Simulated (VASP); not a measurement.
# Hf (I4/mmm) in VASP: single point with PBEsol

Aim: the single point of Hf with PBEsol.

Everything below comes from runs of VASP 6.6.1. Logs are shortened: lines on timing, memory, paths and dates and some standing lists are left out, and cuts for length are marked.

### Step 1. The cell of the first run

Symmetry: I4/mmm, No. 139, tetragonal system. Conventional cell: a = 3.140 Å, b = 3.140 Å, c = 4.606 Å, α = 90.00°, β = 90.00°, γ = 90.00°. Hf (site symmetry 4/mmm) has 12 Hf at 3.14 to 3.20 Å within 4.1 Å.

### Step 2. Single point, PBEsol (strain +0.0375 x Voigt [0, 1, 0, 0, 0, 0])

INCAR

```
SYSTEM = Hf
PREC     = Accurate       ! precision mode
ENCUT    = 500            ! plane-wave cutoff, eV
EDIFF    = 1E-6           ! SCF threshold, eV
ISMEAR   = 0              ! smearing method
SIGMA    = 0.15           ! smearing width, eV
LREAL    = .False.        ! projectors in reciprocal space
LASPH    = .True.         ! aspherical terms in the spheres
NELM     = 120            ! most SCF steps
ALGO     = Normal         ! electronic algorithm
ISIF     = 2              ! what is computed and relaxed
LWAVE    = .False.        ! write WAVECAR
LCHARG   = .False.        ! write CHGCAR
GGA      = PS             ! functional
NBANDS   = 11             ! bands
GGA_COMPAT= .False.
```

KPOINTS

```
regular mesh
0
Gamma
  18 18 18
  0 0 0
```

POSCAR

```
Hf
1.0
    0.0000000000      2.3032500000      2.2200000000
    2.2200000000      0.0000000000      2.2200000000
    2.2200000000      2.3032500000      0.0000000000
Hf
1
Direct
    0.0000000000      0.0000000000      0.0000000000
```

Potentials or basis: VASP PAW PBE potentials, release 64 (Hf_pv).

On the command line:

```
$ cat potpaw_PBE.64/Hf_pv/POTCAR > POTCAR
$ mpirun -np 1 vasp_std > vasp.out
```

OUTCAR:

```text
SYSTEM = Hf
   PREC = Accurate
   ENCUT = 500
   EDIFF = 1E-6
   ISMEAR = 0
   LREAL = .False.
   LASPH = .True.
   NELM = 120
   ISIF = 2
   GGA = PS

 ion  position               nearest neighbor table
   1  0.000  0.000  0.000-

  LATTYP: Found a body centered tetragonal cell.
 ALAT       =     3.1395541085
 C/A-ratio  =     1.4672465710

  Lattice vectors:

 A1 = (   0.0000000000,  -2.3032500000,   2.2200000000)
 A2 = (   0.0000000000,  -2.3032500000,  -2.2200000000)
 A3 = (   2.2200000000,   2.3032500000,   0.0000000000)

Analysis of symmetry for initial positions (statically):
=====================================================================
 Subroutine PRICEL returns:
 Original cell was already a primitive cell.

 Routine SETGRP: Setting up the symmetry group for a
 body centered tetragonal supercell.

 Subroutine GETGRP returns: Found 16 space group operations
 (whereof 16 operations were pure point group operations)
 out of a pool of 16 trial point group operations.

The static configuration has the point symmetry D_4h.

Analysis of symmetry for dynamics (positions and initial velocities):
=====================================================================
 Subroutine PRICEL returns:
 Original cell was already a primitive cell.

 Routine SETGRP: Setting up the symmetry group for a
 body centered tetragonal supercell.

 Subroutine GETGRP returns: Found 16 space group operations
 (whereof 16 operations were pure point group operations)
 out of a pool of 16 trial point group operations.

The dynamic configuration has the point symmetry D_4h.

 Subroutine INISYM returns: Found 16 space group operations
 (whereof 16 operations are pure point group operations),
 and found     1 'primitive' translations

----------------------------------------------------------------------------------------

                                     Primitive cell

  volume of cell :      22.7027

  direct lattice vectors                    reciprocal lattice vectors
     0.000000000  2.303250000  2.220000000    -0.225225225  0.217084554  0.225225225
     2.220000000  0.000000000  2.220000000     0.225225225 -0.217084554  0.225225225
     2.220000000  2.303250000  0.000000000     0.225225225  0.217084554 -0.225225225

  length of vectors
     3.198962420  3.139554108  3.198962420     0.385458828  0.385458828  0.385458828

  position of ions in fractional coordinates (direct lattice)
     0.000000000  0.000000000  0.000000000

  ion indices of the primitive-cell ions
   primitive index   ion index
                 1           1

----------------------------------------------------------------------------------------

 KPOINTS: regular mesh

Automatic generation of k-mesh.
 Grid dimensions read from file:
 generate k-points for:   18   18   18

 Generating k-lattice:

  Cartesian coordinates                     Fractional coordinates (reciprocal lattice)
    -0.012512513  0.012060253  0.012512513     0.055555556  0.000000000 -0.000000000
     0.012512513 -0.012060253  0.012512513     0.000000000  0.055555556  0.000000000
     0.012512513  0.012060253 -0.012512513    -0.000000000  0.000000000  0.055555556

  Length of vectors
     0.021414379  0.021414379  0.021414379

  Shift w.r.t. Gamma in fractional coordinates (k-lattice)
     0.000000000  0.000000000  0.000000000

 Subroutine IBZKPT returns following result:
 ===========================================

 Found    480 irreducible k-points:

 Following reciprocal coordinates:
            Coordinates               Weight
  0.000000  0.000000  0.000000      1.000000
  0.055556  0.000000  0.000000      8.000000
  0.111111  0.000000  0.000000      8.000000
  0.166667  0.000000  0.000000      8.000000
  0.222222  0.000000  0.000000      8.000000
  0.277778  0.000000  0.000000      8.000000
[... 16 lines left out ...]
 -0.277778  0.055556 -0.000000     16.000000
 -0.222222  0.055556 -0.000000     16.000000
 [... further k-points ...]
   k-points           NKPTS =    480   k-points in BZ     NKDIM =    480   number of bands    NBANDS=     11
   number of dos      NEDOS =    301   number of ions     NIONS =      1
   total plane-waves  NPLWV =  13824
   dimension x,y,z NGX =    24 NGY =   24 NGZ =   24
   dimension x,y,z NGXF=    48 NGYF=   48 NGZF=   48
   ions per type =               1
   NGX,Y,Z   is equivalent  to a cutoff of  12.47, 12.71, 12.47 a.u.
   NGXF,Y,Z  is equivalent  to a cutoff of  24.94, 25.42, 24.94 a.u.
 SYSTEM =  Hf
   PREC   = accura    normal or accurate (medium, high low for compatibility)
   ISTART =      0    job   : 0-new  1-cont  2-samecut
   ICHARG =      2    charge: 1-file 2-atom 10-const
   ISPIN  =      1    spin polarized calculation?
   LNONCOLLINEAR =      F non collinear calculations
   LSORBIT =      F    spin-orbit coupling
   LASPH  =      T    aspherical Exc in radial PAW
   ENCUT  =  500.0 eV  36.75 Ry    6.06 a.u.   5.83  5.72  5.83*2*pi/ulx,y,z
   NELM   =    120;   NELMIN=  2; NELMDL= -5     # of ELM steps
   EDIFF  = 0.1E-05   stopping-criterion for ELM
   LREAL  =      F    real-space projection
   EDIFFG = 0.1E-04   stopping-criterion for IOM
   NSW    =      0    number of steps for IOM
   IBRION =     -1    ionic relax: 0-MD 1-quasi-New 2-CG
   NFREE  =      0    steps in history (QN), initial steepest desc. (CG)
   ISIF   =      2    stress and relaxation
   ISYM   =      2    0-nonsym 1-usesym 2-fastsym
   POTIM  = 0.5000    time-step for ionic-motion
   TEBEG  =    0.0;   TEEND  =   0.0 temperature during run
   PSTRESS=    0.0 pullay stress
   NELECT =      10.0000    total number of electrons
   NUPDOWN=      -1.0000    fix difference up-down
   EMIN   =  10.00;   EMAX   =-10.00  energy-range for DOS
   EFERMI =   0.00;   METHOD = LEGACY
   ISMEAR =     0;   SIGMA  =   0.15  broadening in eV -4-tet -1-fermi 0-gaus
   EFERMI_NEDOS =   21; number of points for ismear=-14 and -15
   IALGO  =     38    algorithm
   IMIX   =      4    mixing-type and parameters
     AMIX     =   0.40;   BMIX     =  1.00
     AMIX_MAG =   1.60;   BMIX_MAG =  1.00
  volume/ion in A,a.u.               =      22.70       153.21
  Fermi-wavevector in a.u.,A,eV,Ry     =   1.245611  2.353864 21.110081  1.551547
  Thomas-Fermi vector in A             =   2.379826
   LORBIT       =      0    0 simple, 1 ext, 2 COOP (PROOUT), +10 PAW based schemes
   GGA     = PS    functional components
   LHFCALC =     F    Hartree Fock is set to
   AEXX    =    0.0000 exact exchange contribution
   IVDW    =     0    specifies the selected vdW correction
   LEPSILON=     F    determine dielectric tensor
   LRPA    =     F    only Hartree local field effects (RPA)
 non-spin polarized calculation
 Gauss-broadening in eV      SIGMA  =   0.15
  energy-cutoff  :      500.00
  volume of cell :       22.70
 maximum number of plane-waves:       604
   NGX = 11   NGY = 11   NGZ = 11

 number of electron      10.0000000 magnetization

 number of electron       9.9999999 magnetization

 Free energy of the ion-electron system (eV)
  ---------------------------------------------------
  ext. energy  EPLUGINS =         0.00000000
  ---------------------------------------------------
  free energy    TOTEN  =       -10.41738172 eV

  energy without entropy =      -10.39965625  energy(sigma->0) =      -10.40851898

 E-fermi :   4.4797     XC(G=0): -11.3262

 val. band max:        4.4780682880   @ k =   0.3889   0.0556   0.0000
 cond. band min:       4.4831683692   @ k =   0.3889   0.0000   0.0556
 fundamental gap:      0.0051000813
 Fermi energy:         4.4797138387

 k-point     1 :       0.0000    0.0000    0.0000
  band No.  band energies     occupation
      1     -25.5419      2.00000
      2     -25.5367      2.00000
      3     -25.5367      2.00000
      4      -2.6839      2.00000
      5       5.5893      0.00000
      6       6.0146      0.00000
      7       6.0146      0.00000
      8       8.2670      0.00000
      9       8.8948      0.00000
     10      15.8215      0.00000
     11      17.4742      0.00000

 k-point     2 :       0.0556    0.0000    0.0000
  band No.  band energies     occupation
      1     -25.5635      2.00000
      2     -25.5438      2.00000
      3     -25.5392      2.00000
      4      -2.5771      2.00000
      5       5.5826      0.00000
      6       5.9613      0.00000
      7       6.0672      0.00000
      8       8.2201      0.00000
      9       8.8282      0.00000
     10      16.0617      0.00000
     11      17.4735      0.00000

 k-point     3 :       0.1111    0.0000    0.0000
  band No.  band energies     occupation
      1     -25.6348      2.00000
      2     -25.5549      2.00000
      3     -25.5466      2.00000
      4      -2.2655      2.00000
      5       5.4237      0.00000
      6       5.9586      0.00000
      7       6.2077      0.00000
      8       8.1228      0.00000
      9       8.6681      0.00000
     10      16.6926      0.00000
     11      17.4706      0.00000

 k-point     4 :       0.1667    0.0000    0.0000
  band No.  band energies     occupation
      1     -25.7426      2.00000
      2     -25.5715      2.00000
      3     -25.5579      2.00000
      4      -1.7761      2.00000
      5       5.0911      0.00000
      6       6.0443      0.00000
      7       6.3735      0.00000
      8       8.0976      0.00000
      9       8.5270      0.00000
     10      16.9704      0.00000
     11      17.4757      0.00000
[... 239 lines left out ...]
 k-point    22 :      -0.3333    0.0556   -0.0000
  band No.  band energies     occupation
      1     -26.1602      2.00000
      2     -25.6488      2.00000
      3     -25.6158      2.00000
      4       0.3811      2.00000
      5       4.4510      1.21314
      6       5.6828      0.00000
      7       6.0919      0.00000
      8       9.2124      0.00000
      9      10.0414      0.00000
     10      14.7506      0.00000
     11      17.3311      0.00000

 k-point    23 :      -0.2778    0.0556   -0.0000
  band No.  band energies     occupation
      1     -26.0450      2.00000
      2     -25.6320      2.00000
      3     -25.5998      2.00000
      4      -0.1924      2.00000
      5       4.4345      1.33008
      6       5.8681      0.00000
      7       6.2802      0.00000
      8       8.5452      0.00000
      9       9.4896      0.00000
     10      15.4288      0.00000
     11      17.4709      0.00000

 k-point    24 :      -0.2222    0.0556   -0.0000
  band No.  band energies     occupation
      1     -25.9152      2.00000
      2     -25.6127      2.00000
      3     -25.5823      2.00000
      4      -0.8585      2.00000
      5       4.6059      0.23424
      6       6.0527      0.00000
      7       6.4192      0.00000
      8       8.0388      0.00000
      9       9.0296      0.00000
     10      16.1860      0.00000
     11      17.4771      0.00000

 [... further k-points ...]
[... 5 lines left out ...]
  --------------------------------------------------------------------------------------
  -------------------------------------------------------------------------------------
  Total       -0.6763567     -0.9708289     -0.6763567      0.0000000     -0.0000000      0.0000000
  in kB      -47.7319716    -68.5135184    -47.7319716      0.0000000     -0.0000000      0.0000000
  external PRESSURE =     -54.6591539 kB  Pullay stress =       0.0000000 kB

 VOLUME and BASIS-vectors are now :
 -----------------------------------------------------------------------------
  energy-cutoff  :      500.00
  volume of cell :       22.70
      direct lattice vectors                 reciprocal lattice vectors
     0.000000000  2.303250000  2.220000000    -0.225225225  0.217084554  0.225225225
     2.220000000  0.000000000  2.220000000     0.225225225 -0.217084554  0.225225225
     2.220000000  2.303250000  0.000000000     0.225225225  0.217084554 -0.225225225

 POSITION                                       TOTAL-FORCE (eV/Angst)
 -----------------------------------------------------------------------------------
      0.00000      0.00000      0.00000        -0.000000      0.000000      0.000000
 -----------------------------------------------------------------------------------
    total drift:                               -0.000000      0.000000     -0.000000

  FREE ENERGIE OF THE ION-ELECTRON SYSTEM (eV)
  ---------------------------------------------------
  free  energy   TOTEN  =       -10.4173817168 eV

  energy  without entropy=      -10.3996562496  energy(sigma->0) =      -10.40851898
```

It took 95 s on 1 thread of Intel Xeon 8259CL, shared host; peak memory 0.24 GiB.

Results:

```
Free energy            : -10.4174 eV
Pressure               : -5.5 GPa
Band gap on the k mesh : zero (band 5 reaches 5.69 eV, above the bottom of band 6 at 3.79 eV)
```

Caveat: the cell differs from its parent crystal (strain +0.0375 x Voigt [0, 1, 0, 0, 0, 0]); the PAW data sets were made with another functional, which shifts forces and pressure a little; spin-orbit coupling is left out, which moves the levels of the heavy elements.
